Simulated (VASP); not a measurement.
# Se (P3_121) in VASP: notebook

Runs on Se. Level: PBE. Tasks: single point.

Program: VASP 6.6.1. These are calculated values, not measurements. Logs are shortened: lines on timing, memory, paths and dates and some standing lists are left out, and cuts for length are marked.

**1. The cell of the first run**

Symmetry: P3_121, No. 152, trigonal system. Conventional cell: a = 4.520 Å, b = 4.520 Å, c = 5.045 Å, α = 90.00°, β = 90.00°, γ = 120.00°. Within 3.2 Å of Se (site symmetry 2) lie 2 Se at 2.40 Å.

**2. Single point, PBE**

INCAR reads:

```
SYSTEM = Se
  PREC = Accurate
  ENCUT = 520
  EDIFF = 1E-6
  ISMEAR = 1
  SIGMA = 0.01
  LREAL = .FALSE.
  LASPH = .TRUE.
  NELM = 60
  ALGO = Normal
  ISIF = 2
  LWAVE = .FALSE.
  LCHARG = .FALSE.
  GGA = PE
  NBANDS = 16
```

KPOINTS reads:

```
Automatic mesh
0
G
  8 8 6
  0 0 0
```

POSCAR reads:

```
Se
1.0
    4.5203796332      0.0000000000      0.0000000000
   -2.2601898166      3.9147635971      0.0000000000
    0.0000000000      0.0000000000      5.0453124951
Se
3
Direct
    0.2189274285      0.0000000000      0.3333333333
    1.0000000000      0.2189274285      0.6666666667
    0.7810725715      0.7810725715      0.0000000000
```

Potentials or basis: VASP PAW PBE potentials, release 64 (Se).

Started as:

```console
cat potpaw_PBE.64/Se/POTCAR > POTCAR
mpirun -np 1 vasp_std > vasp.out
```

OUTCAR:

```text
SYSTEM = Se
   PREC = Accurate
   ENCUT = 520
   EDIFF = 1E-6
   ISMEAR = 1
   LREAL = .FALSE.
   LASPH = .TRUE.
   NELM = 60
   ISIF = 2
   GGA = PE

 ion  position               nearest neighbor table
   1  0.219  0.000  0.333-   3 2.40   2 2.40
   2  0.000  0.219  0.667-   3 2.40   1 2.40
   3  0.781  0.781  0.000-   2 2.40   1 2.40

  LATTYP: Found a hexagonal cell.
 ALAT       =     4.5203796332
 C/A-ratio  =     1.1161258355

  Lattice vectors:

 A1 = (   4.5203796332,   0.0000000000,   0.0000000000)
 A2 = (  -2.2601898166,   3.9147635971,   0.0000000000)
 A3 = (   0.0000000000,   0.0000000000,   5.0453124951)

Analysis of symmetry for initial positions (statically):
=====================================================================
 Subroutine PRICEL returns:
 Original cell was already a primitive cell.

 Routine SETGRP: Setting up the symmetry group for a
 hexagonal supercell.

 Subroutine GETGRP returns: Found  6 space group operations
 (whereof  2 operations were pure point group operations)
 out of a pool of 24 trial point group operations.

The static configuration has the point symmetry C_2 .
 The point group associated with its full space group is D_3 .

Analysis of symmetry for dynamics (positions and initial velocities):
=====================================================================
 Subroutine PRICEL returns:
 Original cell was already a primitive cell.

 Routine SETGRP: Setting up the symmetry group for a
 hexagonal supercell.

 Subroutine GETGRP returns: Found  6 space group operations
 (whereof  2 operations were pure point group operations)
 out of a pool of 24 trial point group operations.

The dynamic configuration has the point symmetry C_2 .
 The point group associated with its full space group is D_3 .

 Subroutine INISYM returns: Found  6 space group operations
 (whereof  2 operations are pure point group operations),
 and found     1 'primitive' translations

----------------------------------------------------------------------------------------

                                     Primitive cell

  volume of cell :      89.2829

  direct lattice vectors                    reciprocal lattice vectors
     4.520379633  0.000000000  0.000000000     0.221220358  0.127721633  0.000000000
[... 82 lines left out ...]
   ISPIN  =      1    spin polarized calculation?
   LNONCOLLINEAR =      F non collinear calculations
   LSORBIT =      F    spin-orbit coupling
   LASPH  =      T    aspherical Exc in radial PAW
   ENCUT  =  520.0 eV  38.22 Ry    6.18 a.u.   8.40  8.40  9.38*2*pi/ulx,y,z
   NELM   =     60;   NELMIN=  2; NELMDL= -5     # of ELM steps
   EDIFF  = 0.1E-05   stopping-criterion for ELM
   LREAL  =      F    real-space projection
   EDIFFG = 0.1E-04   stopping-criterion for IOM
   NSW    =      0    number of steps for IOM
   IBRION =     -1    ionic relax: 0-MD 1-quasi-New 2-CG
   NFREE  =      0    steps in history (QN), initial steepest desc. (CG)
   ISIF   =      2    stress and relaxation
   ISYM   =      2    0-nonsym 1-usesym 2-fastsym
   POTIM  = 0.5000    time-step for ionic-motion
   TEBEG  =    0.0;   TEEND  =   0.0 temperature during run
   PSTRESS=    0.0 pullay stress
   NELECT =      18.0000    total number of electrons
   NUPDOWN=      -1.0000    fix difference up-down
   EMIN   =  10.00;   EMAX   =-10.00  energy-range for DOS
   EFERMI =   0.00;   METHOD = LEGACY
   ISMEAR =     1;   SIGMA  =   0.01  broadening in eV -4-tet -1-fermi 0-gaus
   EFERMI_NEDOS =   21; number of points for ismear=-14 and -15
   IALGO  =     38    algorithm
   IMIX   =      4    mixing-type and parameters
     AMIX     =   0.40;   BMIX     =  1.00
     AMIX_MAG =   1.60;   BMIX_MAG =  1.00
  volume/ion in A,a.u.               =      29.76       200.84
  Fermi-wavevector in a.u.,A,eV,Ry     =   0.959937  1.814018 12.537489  0.921479
  Thomas-Fermi vector in A             =   2.089177
   LORBIT       =      0    0 simple, 1 ext, 2 COOP (PROOUT), +10 PAW based schemes
   GGA     = PE    functional components
   LHFCALC =     F    Hartree Fock is set to
   AEXX    =    0.0000 exact exchange contribution
   IVDW    =     0    specifies the selected vdW correction
   LEPSILON=     F    determine dielectric tensor
   LRPA    =     F    only Hartree local field effects (RPA)
 non-spin polarized calculation
 Methfessel and Paxton  Order N= 1 SIGMA  =   0.01
  energy-cutoff  :      520.00
  volume of cell :       89.28
 maximum number of plane-waves:      2461
 NGX is ok and might be reduce to    36
   NGX = 17   NGY = 17   NGZ = 19

 number of electron      18.0000001 magnetization

 Free energy of the ion-electron system (eV)
  ---------------------------------------------------
  ext. energy  EPLUGINS =         0.00000000
  ---------------------------------------------------
  free energy    TOTEN  =       -10.51074028 eV

  energy without entropy =      -10.51074028  energy(sigma->0) =      -10.51074028

 E-fermi :   1.9039     XC(G=0):  -8.4308

 val. band max:        1.8410174429   @ k =   0.5000   0.0000   0.5000
 cond. band min:       2.9709322371   @ k =   0.3750   0.2500   0.5000
 fundamental gap:      1.1299147942
 Fermi energy:         1.9038991759

 k-point     1 :       0.0000    0.0000    0.0000
  band No.  band energies     occupation
      1     -13.5353      2.00000
      2      -9.7180      2.00000
      3      -9.7180      2.00000
      4      -1.8825      2.00000
      5      -1.8825      2.00000
      6      -1.5821      2.00000
[... 433 lines left out ...]
      3      -9.1878      2.00000
      4      -2.9577      2.00000
      5      -2.7506      2.00000
      6      -1.2287      2.00000
[... 8 lines left out ...]
     15      10.3657      0.00000
     16      11.2438      0.00000

 [... further k-points ...]
[... 5 lines left out ...]
  --------------------------------------------------------------------------------------
  -------------------------------------------------------------------------------------
  Total        0.0434469      0.0434469      0.0636024     -0.0000000      0.0000000      0.0000000
  in kB        0.7796523      0.7796523      1.1413407     -0.0000000      0.0000000      0.0000000
  external PRESSURE =       0.9002151 kB  Pullay stress =       0.0000000 kB

 VOLUME and BASIS-vectors are now :
 -----------------------------------------------------------------------------
  energy-cutoff  :      520.00
  volume of cell :       89.28
      direct lattice vectors                 reciprocal lattice vectors
     4.520379633  0.000000000  0.000000000     0.221220358  0.127721633  0.000000000
    -2.260189817  3.914763597  0.000000000     0.000000000  0.255443266  0.000000000
     0.000000000  0.000000000  5.045312495     0.000000000  0.000000000  0.198203778

 POSITION                                       TOTAL-FORCE (eV/Angst)
 -----------------------------------------------------------------------------------
      0.98964      0.00000      1.68177         0.022983      0.000000     -0.000000
     -0.49482      0.85705      3.36354        -0.011492      0.019904      0.000000
      1.76537      3.05771      0.00000        -0.011492     -0.019904      0.000000
 -----------------------------------------------------------------------------------
    total drift:                                0.000000      0.000001     -0.000000

  FREE ENERGIE OF THE ION-ELECTRON SYSTEM (eV)
  ---------------------------------------------------
  free  energy   TOTEN  =       -10.5107402789 eV

  energy  without entropy=      -10.5107402789  energy(sigma->0) =      -10.51074028
```

OSZICAR:

```text
N       E                     dE             d eps       ncg     rms          rms(c)
DAV:   1     0.830707962280E+02    0.83071E+02   -0.70291E+03  1600   0.917E+02
DAV:   2    -0.499112147553E+01   -0.88062E+02   -0.83705E+02  2144   0.154E+02
DAV:   3    -0.105551746512E+02   -0.55641E+01   -0.55460E+01  1920   0.440E+01
DAV:   4    -0.105974467781E+02   -0.42272E-01   -0.42269E-01  2184   0.454E+00
DAV:   5    -0.105977653039E+02   -0.31853E-03   -0.31852E-03  1992   0.391E-01    0.646E+00
DAV:   6    -0.105335766589E+02    0.64189E-01   -0.37538E-02  1960   0.120E+00    0.399E+00
DAV:   7    -0.105111250680E+02    0.22452E-01   -0.76910E-02  1848   0.169E+00    0.201E-01
DAV:   8    -0.105105583585E+02    0.56671E-03   -0.90707E-03  1776   0.571E-01    0.975E-02
DAV:   9    -0.105106904310E+02   -0.13207E-03   -0.28685E-04  2296   0.111E-01    0.318E-02
DAV:  10    -0.105107369192E+02   -0.46488E-04   -0.60116E-05  1832   0.511E-02    0.778E-03
DAV:  11    -0.105107403890E+02   -0.34698E-05   -0.90572E-06  2216   0.175E-02    0.391E-03
DAV:  12    -0.105107402789E+02    0.11006E-06   -0.18261E-06  1504   0.861E-03
   1 F= -.10510740E+02 E0= -.10510740E+02  d E =0.115677E-19
```

stdout:

```text
POSCAR found type information on POSCAR Se
 POSCAR found :  1 types and       3 ions
 scaLAPACK will be used
 LDA part: xc-table for (Slater+PW92), standard interpolation
 POSCAR, INCAR and KPOINTS ok, starting setup
 FFT: planning ... GRIDC
 FFT: planning ... GRID_SOFT
 FFT: planning ... GRID
 WAVECAR not read
 entering main loop
```

Wall time 2.3 min (1 thread of AMD EPYC 7R13, shared host); peak memory 0.21 GiB.

What came out:

* Free energy: -10.5107 eV
* Pressure: 0.1 GPa
* Largest force: 0.023 eV/Å
* Band gap on the k mesh: 1.13 eV, indirect (least direct gap 1.22 eV)

Forces in eV/Å, atoms in the order of the input:
```
Se   0.023  0.000  0.000
Se  -0.011  0.020  0.000
Se  -0.011 -0.020  0.000
```

A k mesh can miss the band edges. Expect the measured gap to be larger: semilocal functionals such as PBE lack the derivative discontinuity.

**3. Single point, PBE**

INCAR reads:

```
PREC     = Accurate       # precision mode
ENCUT    = 520            # plane-wave cutoff, eV
EDIFF    = 1E-6           # SCF threshold, eV
ISMEAR   = 1              # smearing method
SIGMA    = 0.03           # smearing width, eV
LREAL    = False          # projectors in reciprocal space
LASPH    = True           # aspherical terms in the spheres
NELM     = 80             # most SCF steps
ALGO     = Normal         # electronic algorithm
ISIF     = 2              # what is computed and relaxed
LWAVE    = False          # write WAVECAR
LCHARG   = True           # write CHGCAR
GGA      = PE             # functional
LELF     = True           # ELF
LVHAR    = True         
NBANDS   = 16             # bands
```

KPOINTS reads:

```
Automatic mesh
0
Gamma
  8 8 6
```

POSCAR is that of step 2.

Potentials or basis: VASP PAW PBE potentials, release 64 (Se).

Started as:

```console
cat potpaw_PBE.64/Se/POTCAR > POTCAR
mpirun -np 1 vasp_std > vasp.out
```

Run time: 2.4 min. Hardware: 1 thread of AMD EPYC 7R13, shared host; peak memory 0.21 GiB.

The run converged. Its results:

* Free energy: -10.5107 eV
* Pressure: 0.1 GPa
* Largest force: 0.023 eV/Å
* Band gap on the k mesh: 1.13 eV, indirect (least direct gap 1.22 eV)

Forces in eV/Å, atoms in the order of the input:
```
Se   0.023  0.000  0.000
Se  -0.011  0.020  0.000
Se  -0.011 -0.020  0.000
```

Levels at points of the mesh, in eV from the valence-band top:
| k point | band 7 | band 8 | band 9 | band 10 | band 11 | band 12 |
| --- | --- | --- | --- | --- | --- | --- |
| (0.00, 0.00, 0.00) | -1.85 | -1.85 | -0.31 | 1.93 | 1.93 | 2.30 |
| (0.50, 0.00, 0.00) | -2.59 | -1.69 | -0.87 | 2.00 | 2.42 | 3.85 |
| (0.00, 0.00, 0.50) | -1.32 | -1.32 | -0.95 | 1.34 | 1.38 | 1.38 |
| (0.50, 0.00, 0.50) | -1.58 | -1.13 | 0.00 | 1.54 | 2.64 | 2.93 |

A k mesh can miss the band edges. A hybrid or GW would open this gap; PBE tends to underestimate it.

**4. Single point, PBE**

INCAR reads:

```
  PREC = Accurate
  ENCUT = 520
  EDIFF = 1E-6
  ISMEAR = 1
  SIGMA = 0.1
  LREAL = False
  LASPH = True
  NELM = 80
  ALGO = Normal
  ISIF = 2
  LWAVE = False
  LCHARG = False
  GGA = PE
  NBANDS = 16
```

KPOINTS is that of step 3.

POSCAR is that of step 3.

Potentials or basis: VASP PAW PBE potentials, release 64 (Se).

Started as:

```console
cat potpaw_PBE.64/Se/POTCAR > POTCAR
mpirun -np 1 vasp_std > vasp.out
```

OUTCAR:

```text
PREC = Accurate
   ENCUT = 520
   EDIFF = 1E-6
   ISMEAR = 1
   LREAL = False
   LASPH = True
   NELM = 80
   ISIF = 2
   GGA = PE

 ion  position               nearest neighbor table
   1  0.219  0.000  0.333-   3 2.40   2 2.40
   2  0.000  0.219  0.667-   3 2.40   1 2.40
   3  0.781  0.781  0.000-   2 2.40   1 2.40

  LATTYP: Found a hexagonal cell.
 ALAT       =     4.5203796332
 C/A-ratio  =     1.1161258355

  Lattice vectors:

 A1 = (   4.5203796332,   0.0000000000,   0.0000000000)
 A2 = (  -2.2601898166,   3.9147635971,   0.0000000000)
 A3 = (   0.0000000000,   0.0000000000,   5.0453124951)

Analysis of symmetry for initial positions (statically):
=====================================================================
 Subroutine PRICEL returns:
 Original cell was already a primitive cell.

 Routine SETGRP: Setting up the symmetry group for a
 hexagonal supercell.

 Subroutine GETGRP returns: Found  6 space group operations
 (whereof  2 operations were pure point group operations)
 out of a pool of 24 trial point group operations.

The static configuration has the point symmetry C_2 .
 The point group associated with its full space group is D_3 .

Analysis of symmetry for dynamics (positions and initial velocities):
=====================================================================
 Subroutine PRICEL returns:
 Original cell was already a primitive cell.

 Routine SETGRP: Setting up the symmetry group for a
 hexagonal supercell.

 Subroutine GETGRP returns: Found  6 space group operations
 (whereof  2 operations were pure point group operations)
 out of a pool of 24 trial point group operations.

The dynamic configuration has the point symmetry C_2 .
 The point group associated with its full space group is D_3 .

[... 110 lines left out ...]
   PSTRESS=    0.0 pullay stress
   NELECT =      18.0000    total number of electrons
   NUPDOWN=      -1.0000    fix difference up-down
   EMIN   =  10.00;   EMAX   =-10.00  energy-range for DOS
   EFERMI =   0.00;   METHOD = LEGACY
   ISMEAR =     1;   SIGMA  =   0.10  broadening in eV -4-tet -1-fermi 0-gaus
   EFERMI_NEDOS =   21; number of points for ismear=-14 and -15
   IALGO  =     38    algorithm
   IMIX   =      4    mixing-type and parameters
     AMIX     =   0.40;   BMIX     =  1.00
     AMIX_MAG =   1.60;   BMIX_MAG =  1.00
  volume/ion in A,a.u.               =      29.76       200.84
  Fermi-wavevector in a.u.,A,eV,Ry     =   0.959937  1.814018 12.537489  0.921479
  Thomas-Fermi vector in A             =   2.089177
   LORBIT       =      0    0 simple, 1 ext, 2 COOP (PROOUT), +10 PAW based schemes
   GGA     = PE    functional components
   LHFCALC =     F    Hartree Fock is set to
   AEXX    =    0.0000 exact exchange contribution
   IVDW    =     0    specifies the selected vdW correction
   LEPSILON=     F    determine dielectric tensor
   LRPA    =     F    only Hartree local field effects (RPA)
 non-spin polarized calculation
 Methfessel and Paxton  Order N= 1 SIGMA  =   0.10
  energy-cutoff  :      520.00
  volume of cell :       89.28
 maximum number of plane-waves:      2461
 NGX is ok and might be reduce to    36
   NGX = 17   NGY = 17   NGZ = 19

 number of electron      18.0000001 magnetization

 Free energy of the ion-electron system (eV)
  ---------------------------------------------------
  ext. energy  EPLUGINS =         0.00000000
  ---------------------------------------------------
  free energy    TOTEN  =       -10.51063169 eV

  energy without entropy =      -10.51108525  energy(sigma->0) =      -10.51078288

 E-fermi :   1.8802     XC(G=0):  -8.4308

 val. band max:        1.8410102783   @ k =   0.5000   0.0000   0.5000
 cond. band min:       2.9709344637   @ k =   0.3750   0.2500   0.5000
 fundamental gap:      1.1299241854
 Fermi energy:         1.8801596435

 k-point     1 :       0.0000    0.0000    0.0000
  band No.  band energies     occupation
      1     -13.5353      2.00000
      2      -9.7180      2.00000
      3      -9.7180      2.00000
      4      -1.8825      2.00000
      5      -1.8825      2.00000
      6      -1.5821      2.00000
[... 433 lines left out ...]
      3      -9.1878      2.00000
      4      -2.9577      2.00000
      5      -2.7507      2.00000
      6      -1.2287      2.00000
[... 8 lines left out ...]
     15      10.3658      0.00000
     16      11.2438      0.00000

 [... further k-points ...]
[... 5 lines left out ...]
  --------------------------------------------------------------------------------------
  -------------------------------------------------------------------------------------
  Total        0.0441885      0.0441885      0.0601643      0.0000000      0.0000000     -0.0000000
  in kB        0.7929606      0.7929606      1.0796455      0.0000000      0.0000000     -0.0000000
  external PRESSURE =       0.8885222 kB  Pullay stress =       0.0000000 kB

 VOLUME and BASIS-vectors are now :
 -----------------------------------------------------------------------------
  energy-cutoff  :      520.00
  volume of cell :       89.28
      direct lattice vectors                 reciprocal lattice vectors
     4.520379633  0.000000000  0.000000000     0.221220358  0.127721633  0.000000000
    -2.260189817  3.914763597  0.000000000     0.000000000  0.255443266  0.000000000
     0.000000000  0.000000000  5.045312495     0.000000000  0.000000000  0.198203778

 POSITION                                       TOTAL-FORCE (eV/Angst)
 -----------------------------------------------------------------------------------
      0.98964      0.00000      1.68177         0.023280     -0.000000      0.000000
     -0.49482      0.85705      3.36354        -0.011640      0.020161     -0.000000
      1.76537      3.05771      0.00000        -0.011640     -0.020161     -0.000000
 -----------------------------------------------------------------------------------
    total drift:                                0.000000      0.000001     -0.000000

  FREE ENERGIE OF THE ION-ELECTRON SYSTEM (eV)
  ---------------------------------------------------
  free  energy   TOTEN  =       -10.5106316906 eV

  energy  without entropy=      -10.5110852507  energy(sigma->0) =      -10.51078288
```

stdout:

```text
POSCAR found type information on POSCAR Se
 POSCAR found :  1 types and       3 ions
 scaLAPACK will be used
 LDA part: xc-table for (Slater+PW92), standard interpolation
 POSCAR, INCAR and KPOINTS ok, starting setup
 FFT: planning ... GRIDC
 FFT: planning ... GRID_SOFT
 FFT: planning ... GRID
 WAVECAR not read
 entering main loop
```

It took 2.2 min on 1 thread of AMD EPYC 7R13, shared host; peak memory 0.21 GiB.

Results:

| Item | Value |
| --- | --- |
| Free energy | -10.5106 eV |
| Pressure | 0.1 GPa |
| Largest force | 0.023 eV/Å |
| Band gap on the k mesh | 1.13 eV, indirect (least direct gap 1.22 eV) |

Forces on the atoms (eV/Å):
```
Se   0.023  0.000  0.000
Se  -0.012  0.020  0.000
Se  -0.012 -0.020  0.000
```

A k mesh can miss the band edges. Expect the measured gap to be larger: semilocal functionals such as PBE lack the derivative discontinuity.

**5. Overview**

| smearing | gap on the mesh (eV) | pressure (GPa) | largest force (eV/Å) |
| --- | --- | --- | --- |
| methfessel-paxton 0.01 eV | 1.13 | 0.1 | 0.02 |
| methfessel-paxton 0.03 eV | 1.13 | 0.1 | 0.02 |
| methfessel-paxton 0.1 eV | 1.13 | 0.1 | 0.02 |

Alike in all rows: task single point; level PBE; potentials or basis VASP PAW PBE potentials, release 64 (Se); no spin polarisation; cell as given; k mesh 8 × 8 × 6; cutoff (eV) 520.

On the cell as given the gap runs from 1.13 eV (PBE) to 1.13 eV (PBE).

Absolute energies hang on the potentials; compare differences alone.
